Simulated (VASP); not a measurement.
# WAu (F-43m) in VASP: a series of runs

The runs below take WAu through single point, relaxation of cell and atoms, with PBE.

Everything below comes from runs of VASP 6.6.1. Logs are shortened: lines on timing, memory, paths and dates and some standing lists are left out, and cuts for length are marked.

### 1 The cell of the first run

It takes space group F-43m (No. 216, cubic). Conventional cell: a = 5.818 Å, b = 5.818 Å, c = 5.818 Å, α = 90.00°, β = 90.00°, γ = 90.00°. Within 3.3 Å of W (site symmetry -43m) lie 4 Au at 2.52 Å. Au (site symmetry -43m) has 4 W at 2.52 Å within 3.3 Å.

### 2 Single point, PBE

Contents of INCAR:

```
PREC = Accurate
ENCUT = 520
EDIFF = 1E-6
ISMEAR = 0
SIGMA = 0.1
LREAL = False
LASPH = True
NELM = 100
ALGO = Normal
ISIF = 2
LWAVE = False
LCHARG = False
GGA = PE
NBANDS = 20
```

Contents of KPOINTS:

```
Automatic mesh
0
Gamma
  16 16 16
```

Contents of POSCAR:

```
WAu
1.0
    0.0000000000      2.9092072204      2.9092072204
    2.9092072204      0.0000000000      2.9092072204
    2.9092072204      2.9092072204      0.0000000000
W Au
1 1
Direct
    0.0000000000      0.0000000000      0.0000000000
    0.2500000000      0.2500000000      0.2500000000
```

Potentials or basis: VASP PAW PBE potentials, release 64 (W_sv, Au).

Command:

```bash
$ cat potpaw_PBE.64/W_sv/POTCAR potpaw_PBE.64/Au/POTCAR > POTCAR
$ mpirun -np 1 vasp_std > vasp.out
```

OUTCAR:

```text
PREC = Accurate
   ENCUT = 520
   EDIFF = 1E-6
   ISMEAR = 0
   LREAL = False
   LASPH = True
   NELM = 100
   ISIF = 2
   GGA = PE

 ion  position               nearest neighbor table
   1  0.000  0.000  0.000-   2 2.52   2 2.52   2 2.52   2 2.52
   2  0.250  0.250  0.250-   1 2.52   1 2.52   1 2.52   1 2.52

  LATTYP: Found a face centered cubic cell.
 ALAT       =     5.8184144408

  Lattice vectors:

 A1 = (   0.0000000000,   2.9092072204,   2.9092072204)
 A2 = (   2.9092072204,   0.0000000000,   2.9092072204)
 A3 = (   2.9092072204,   2.9092072204,   0.0000000000)

Analysis of symmetry for initial positions (statically):
=====================================================================
 Subroutine PRICEL returns:
 Original cell was already a primitive cell.

 Routine SETGRP: Setting up the symmetry group for a
 face centered cubic supercell.

 Subroutine GETGRP returns: Found 24 space group operations
 (whereof 24 operations were pure point group operations)
 out of a pool of 48 trial point group operations.

The static configuration has the point symmetry T_d .

Analysis of symmetry for dynamics (positions and initial velocities):
=====================================================================
 Subroutine PRICEL returns:
 Original cell was already a primitive cell.

 Routine SETGRP: Setting up the symmetry group for a
 face centered cubic supercell.

 Subroutine GETGRP returns: Found 24 space group operations
 (whereof 24 operations were pure point group operations)
 out of a pool of 48 trial point group operations.

The dynamic configuration has the point symmetry T_d .

 Subroutine INISYM returns: Found 24 space group operations
 (whereof 24 operations are pure point group operations),
 and found     1 'primitive' translations

----------------------------------------------------------------------------------------

                                     Primitive cell

  volume of cell :      49.2441

  direct lattice vectors                    reciprocal lattice vectors
     0.000000000  2.909207220  2.909207220    -0.171868128  0.171868128  0.171868128
     2.909207220  0.000000000  2.909207220     0.171868128 -0.171868128  0.171868128
     2.909207220  2.909207220  0.000000000     0.171868128  0.171868128 -0.171868128

  length of vectors
     4.114240307  4.114240307  4.114240307     0.297684331  0.297684331  0.297684331

  position of ions in fractional coordinates (direct lattice)
     0.000000000  0.000000000  0.000000000
     0.250000000  0.250000000  0.250000000

  ion indices of the primitive-cell ions
   primitive index   ion index
                 1           1
                 2           2

----------------------------------------------------------------------------------------

 KPOINTS: Automatic mesh

Automatic generation of k-mesh.
 Grid dimensions read from file:
 generate k-points for:   16   16   16

 Generating k-lattice:

  Cartesian coordinates                     Fractional coordinates (reciprocal lattice)
    -0.010741758  0.010741758  0.010741758     0.062500000  0.000000000  0.000000000
     0.010741758 -0.010741758  0.010741758     0.000000000  0.062500000  0.000000000
     0.010741758  0.010741758 -0.010741758     0.000000000  0.000000000  0.062500000

  Length of vectors
     0.018605271  0.018605271  0.018605271

  Shift w.r.t. Gamma in fractional coordinates (k-lattice)
     0.000000000  0.000000000  0.000000000

 Subroutine IBZKPT returns following result:
 ===========================================

 Found    145 irreducible k-points:

 Following reciprocal coordinates:
            Coordinates               Weight
  0.000000  0.000000  0.000000      1.000000
  0.062500  0.000000  0.000000      8.000000
  0.125000  0.000000  0.000000      8.000000
  0.187500  0.000000  0.000000      8.000000
  0.250000  0.000000  0.000000      8.000000
  0.312500  0.000000  0.000000      8.000000
[... 16 lines left out ...]
 -0.125000  0.062500  0.000000     24.000000
 -0.062500  0.062500  0.000000     12.000000
 [... further k-points ...]
   k-points           NKPTS =    145   k-points in BZ     NKDIM =    145   number of bands    NBANDS=     20
   number of dos      NEDOS =    301   number of ions     NIONS =      2
   total plane-waves  NPLWV =  32768
   dimension x,y,z NGX =    32 NGY =   32 NGZ =   32
   dimension x,y,z NGXF=    64 NGYF=   64 NGZF=   64
   ions per type =               1   1
   NGX,Y,Z   is equivalent  to a cutoff of  12.93, 12.93, 12.93 a.u.
   NGXF,Y,Z  is equivalent  to a cutoff of  25.86, 25.86, 25.86 a.u.
 SYSTEM =  unknown system
   PREC   = accura    normal or accurate (medium, high low for compatibility)
   ISTART =      0    job   : 0-new  1-cont  2-samecut
   ICHARG =      2    charge: 1-file 2-atom 10-const
   ISPIN  =      1    spin polarized calculation?
   LNONCOLLINEAR =      F non collinear calculations
   LSORBIT =      F    spin-orbit coupling
   LASPH  =      T    aspherical Exc in radial PAW
   ENCUT  =  520.0 eV  38.22 Ry    6.18 a.u.   7.65  7.65  7.65*2*pi/ulx,y,z
   NELM   =    100;   NELMIN=  2; NELMDL= -5     # of ELM steps
   EDIFF  = 0.1E-05   stopping-criterion for ELM
   LREAL  =      F    real-space projection
   EDIFFG = 0.1E-04   stopping-criterion for IOM
   NSW    =      0    number of steps for IOM
   IBRION =     -1    ionic relax: 0-MD 1-quasi-New 2-CG
   NFREE  =      0    steps in history (QN), initial steepest desc. (CG)
   ISIF   =      2    stress and relaxation
   ISYM   =      2    0-nonsym 1-usesym 2-fastsym
   POTIM  = 0.5000    time-step for ionic-motion
   TEBEG  =    0.0;   TEEND  =   0.0 temperature during run
   PSTRESS=    0.0 pullay stress
   NELECT =      25.0000    total number of electrons
   NUPDOWN=      -1.0000    fix difference up-down
   EMIN   =  10.00;   EMAX   =-10.00  energy-range for DOS
   EFERMI =   0.00;   METHOD = LEGACY
   ISMEAR =     0;   SIGMA  =   0.10  broadening in eV -4-tet -1-fermi 0-gaus
   EFERMI_NEDOS =   21; number of points for ismear=-14 and -15
   IALGO  =     38    algorithm
   IMIX   =      4    mixing-type and parameters
     AMIX     =   0.40;   BMIX     =  1.00
     AMIX_MAG =   1.60;   BMIX_MAG =  1.00
  volume/ion in A,a.u.               =      24.62       166.16
  Fermi-wavevector in a.u.,A,eV,Ry     =   1.305981  2.467946 23.205910  1.705586
  Thomas-Fermi vector in A             =   2.436814
   LORBIT       =      0    0 simple, 1 ext, 2 COOP (PROOUT), +10 PAW based schemes
   GGA     = PE    functional components
   LHFCALC =     F    Hartree Fock is set to
   AEXX    =    0.0000 exact exchange contribution
   IVDW    =     0    specifies the selected vdW correction
   LEPSILON=     F    determine dielectric tensor
   LRPA    =     F    only Hartree local field effects (RPA)
 non-spin polarized calculation
 Gauss-broadening in eV      SIGMA  =   0.10
  energy-cutoff  :      520.00
  volume of cell :       49.24
 maximum number of plane-waves:      1363
   NGX = 15   NGY = 15   NGZ = 15

 number of electron      25.0000000 magnetization

 Free energy of the ion-electron system (eV)
  ---------------------------------------------------
  ext. energy  EPLUGINS =         0.00000000
  ---------------------------------------------------
  free energy    TOTEN  =       -12.32345665 eV

  energy without entropy =      -12.31386133  energy(sigma->0) =      -12.31865899

 E-fermi :   5.6360     XC(G=0): -10.6500

 val. band max:        5.6311165285   @ k =   0.4375   0.2500   0.0000
 cond. band min:       5.6429772208   @ k =  -0.4375   0.3750   0.0000
 fundamental gap:      0.0118606924
 Fermi energy:         5.6360423892

 k-point     1 :       0.0000    0.0000    0.0000
  band No.  band energies     occupation
      1     -68.7218      2.00000
      2     -32.9069      2.00000
      3     -32.9069      2.00000
      4     -32.9069      2.00000
      5      -1.8966      2.00000
      6      -0.0933      2.00000
[... 12 lines left out ...]
     19      16.7229      0.00000
     20      16.7229      0.00000

 k-point     2 :       0.0625    0.0000    0.0000
  band No.  band energies     occupation
      1     -68.7217      2.00000
      2     -32.9075      2.00000
      3     -32.9069      2.00000
      4     -32.9069      2.00000
      5      -1.8375      2.00000
      6      -0.1388      2.00000
[... 12 lines left out ...]
     19      16.5956      0.00000
     20      16.9695      0.00000

 k-point     3 :       0.1250    0.0000    0.0000
  band No.  band energies     occupation
      1     -68.7216      2.00000
      2     -32.9089      2.00000
      3     -32.9069      2.00000
      4     -32.9069      2.00000
      5      -1.6656      2.00000
      6      -0.1962      2.00000
[... 12 lines left out ...]
     19      16.1502      0.00000
     20      16.6018      0.00000

 k-point     4 :       0.1875    0.0000    0.0000
  band No.  band energies     occupation
      1     -68.7215      2.00000
      2     -32.9111      2.00000
      3     -32.9067      2.00000
      4     -32.9067      2.00000
      5      -1.4002      2.00000
      6      -0.2318      2.00000
[... 12 lines left out ...]
     19      15.5145      0.00000
     20      16.6092      0.00000

 k-point     5 :       0.2500    0.0000    0.0000
  band No.  band energies     occupation
      1     -68.7213      2.00000
      2     -32.9137      2.00000
      3     -32.9066      2.00000
      4     -32.9066      2.00000
      5      -1.0851      2.00000
      6      -0.2388      2.00000
[... 12 lines left out ...]
     19      14.8550      0.00000
     20      16.9691      0.00000
[... 353 lines left out ...]
      6      -0.3112      2.00000
[... 12 lines left out ...]
     19      14.9934      0.00000
     20      16.9491      0.00000

 k-point    22 :      -0.1875    0.0625    0.0000
  band No.  band energies     occupation
      1     -68.7214      2.00000
      2     -32.9122      2.00000
      3     -32.9069      2.00000
      4     -32.9067      2.00000
      5      -1.2503      2.00000
      6      -0.3107      2.00000
[... 12 lines left out ...]
     19      15.7598      0.00000
     20      16.4520      0.00000

 k-point    23 :      -0.1250    0.0625    0.0000
  band No.  band energies     occupation
      1     -68.7215      2.00000
      2     -32.9099      2.00000
      3     -32.9069      2.00000
      4     -32.9068      2.00000
      5      -1.5360      2.00000
      6      -0.2785      2.00000
[... 12 lines left out ...]
     19      16.2892      0.00000
     20      16.5113      0.00000

 k-point    24 :      -0.0625    0.0625    0.0000
  band No.  band energies     occupation
      1     -68.7217      2.00000
      2     -32.9083      2.00000
      3     -32.9069      2.00000
      4     -32.9069      2.00000
      5      -1.7405      2.00000
      6      -0.2182      2.00000
[... 12 lines left out ...]
     19      16.6621      0.00000
     20      16.8878      0.00000

 [... further k-points ...]
[... 5 lines left out ...]
  --------------------------------------------------------------------------------------
  -------------------------------------------------------------------------------------
  Total        0.0091260      0.0091260      0.0091260      0.0000000      0.0000000      0.0000000
  in kB        0.2969199      0.2969199      0.2969199      0.0000000      0.0000000      0.0000000
  external PRESSURE =       0.2969199 kB  Pullay stress =       0.0000000 kB

 VOLUME and BASIS-vectors are now :
 -----------------------------------------------------------------------------
  energy-cutoff  :      520.00
  volume of cell :       49.24
      direct lattice vectors                 reciprocal lattice vectors
     0.000000000  2.909207220  2.909207220    -0.171868128  0.171868128  0.171868128
     2.909207220  0.000000000  2.909207220     0.171868128 -0.171868128  0.171868128
     2.909207220  2.909207220  0.000000000     0.171868128  0.171868128 -0.171868128

 POSITION                                       TOTAL-FORCE (eV/Angst)
 -----------------------------------------------------------------------------------
      0.00000      0.00000      0.00000         0.000000      0.000000      0.000000
      1.45460      1.45460      1.45460        -0.000000     -0.000000     -0.000000
 -----------------------------------------------------------------------------------
    total drift:                                0.000001      0.000001      0.000001

  FREE ENERGIE OF THE ION-ELECTRON SYSTEM (eV)
  ---------------------------------------------------
  free  energy   TOTEN  =       -12.3234566522 eV

  energy  without entropy=      -12.3138613322  energy(sigma->0) =      -12.31865899
```

It took 82 s on 1 thread of AMD EPYC 7R43 (Zen 3), shared host; peak memory 0.25 GiB.

What came out:

* Free energy: -12.3235 eV
* Pressure: 0.0 GPa

Caveat: spin-orbit coupling is left out, which moves the levels of the heavy elements.

### 3 Relaxation of cell and atoms, PBE

Contents of INCAR:

```
PREC     = Accurate       # precision mode
ENCUT    = 600            # plane-wave cutoff, eV
EDIFF    = 1E-7           # SCF threshold, eV
ISMEAR   = 0              # smearing method
SIGMA    = 0.1            # smearing width, eV
LREAL    = F              # projectors in reciprocal space
LASPH    = T              # aspherical terms in the spheres
NELM     = 100            # most SCF steps
ALGO     = Normal         # electronic algorithm
ISIF     = 3              # what is computed and relaxed
LWAVE    = F              # write WAVECAR
LCHARG   = F              # write CHGCAR
GGA      = PE             # functional
IBRION   = 2              # ionic algorithm
NSW      = 100            # ionic steps
EDIFFG   = -0.01          # ionic threshold
```

KPOINTS is that of step 2.

Contents of POSCAR:

```
WAu
1.0
    0.0000000000      2.9087199813      2.9087199813
    2.9087199813      0.0000000000      2.9087199813
    2.9087199813      2.9087199813      0.0000000000
W Au
1 1
Direct
    0.0000000000      0.0000000000      0.0000000000
    0.2500000000      0.2500000000      0.2500000000
```

Potentials or basis: VASP PAW PBE potentials, release 64 (W_sv, Au).

Command:

```bash
$ cat potpaw_PBE.64/W_sv/POTCAR potpaw_PBE.64/Au/POTCAR > POTCAR
$ mpirun -np 1 vasp_std > vasp.out
```

It took 4.5 min on 1 thread of AMD EPYC 7R43 (Zen 3), shared host; peak memory 0.29 GiB.

Results (log left out):

```
Free energy                            : -12.3233 eV
Relaxed volume                         : 24.64 Å³/atom
Relaxed cell                           : a = 4.115 Å, b = 4.115 Å, c = 4.115 Å, α = 60.00°, β = 60.00°, γ = 60.00°
Space group after relaxing (to 0.05 Å) : F-43m (No. 216)
Energy gained by relaxing              : 0.0 meV/atom
Ionic steps                            : 3
Pressure after relaxing                : 0.0 GPa
```

Final structure:
```
CELL_PARAMETERS angstrom
0.00000 2.90980 2.90980
2.90980 0.00000 2.90980
2.90980 2.90980 0.00000
ATOMIC_POSITIONS crystal
W 0.00000 0.00000 0.00000
Au 0.25000 0.25000 0.25000
```

Levels at points of the mesh, in eV from the Fermi level:
| k point | band 11 | band 12 | band 13 | band 14 | band 15 | band 16 |
| --- | --- | --- | --- | --- | --- | --- |
| (0.00, 0.00, 0.00) | -0.75 | -0.75 | -0.75 | 1.50 | 1.50 | 8.35 |
| (0.50, 0.00, 0.00) | -1.84 | -0.27 | -0.27 | 1.34 | 1.34 | 1.96 |
| (0.50, 0.50, 0.00) | -2.76 | 0.36 | 1.23 | 1.43 | 1.43 | 2.68 |

Caveat: spin-orbit coupling is left out, which moves the levels of the heavy elements.

(Continued in part 2 of 2.)
